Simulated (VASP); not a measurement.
Input of a VASP 6.6.1 run:

INCAR

```
SYSTEM = Au
PREC = Accurate ; ENCUT = 520
EDIFF = 1E-7 ; ISMEAR = -1
SIGMA = 0.1 ; LREAL = .FALSE.
LASPH = .TRUE. ; NELM = 100
ALGO = Normal ; ISIF = 2
LWAVE = .FALSE. ; LCHARG = .FALSE.
GGA = B5 ; ALDAX = 1.0
AGGAX = 1.0 ; AGGAC = 1.0
ALDAC = 0.0 ; NBANDS = 12
```

KPOINTS

```
Automatic mesh
0
G
  21 21 21
  0 0 0
```

File POSCAR:

```
Au
1.0
    0.0000000000      2.1628968003      2.1628968003
    2.1628968003      0.0000000000      2.1628968003
    2.1628968003      2.1628968003      0.0000000000
Au
1
Direct
    0.0000000000      0.0000000000      0.0000000000
```

Potentials or basis: VASP PAW PBE potentials, release 64 (Au).

Command:

```bash
$ cat potpaw_PBE.64/Au/POTCAR > POTCAR
$ mpirun -np 1 vasp_std > vasp.out
```

Problem. Predict the pressure.

Solution. -3.2 GPa.

Caveat: the PAW data sets were made with another functional, which shifts forces and pressure a little.
